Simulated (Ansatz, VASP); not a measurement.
## Two plane-wave programs on CdO

```
CELL_PARAMETERS angstrom
0.00000 2.38042 2.38042
2.38042 0.00000 2.38042
2.38042 2.38042 0.00000
ATOMIC_POSITIONS crystal
Cd 0.00000 0.00000 0.00000
O 0.50000 0.50000 0.50000
```

Alike in both runs: task single point; functional r2SCAN; k mesh 8 × 8 × 8; no spin polarisation.

|  | VASP | Ansatz |
| --- | --- | --- |
| version | VASP 6.6.1 | Ansatz 0.2.0 |
| potentials or method | VASP PAW PBE potentials, release 64 (Cd, O), cutoff 660 eV | plane waves, PAW |
| occupations | gaussian, width 0.01 eV | fixed |
| valence electrons in the cell | 18 | 26 |

Ansatz gave:

```
pressure (GPa) : -4.8
```

Q: Estimate VASP's values.

A: Pressure (GPa): -3.5.

VASP's potentials were made for PBE, not for r2SCAN. VASP's potentials hold 18 valence electrons a cell and Ansatz's 26, so a difference there can come from the potentials and not from the codes. Ansatz's warnings: metallic iterate.
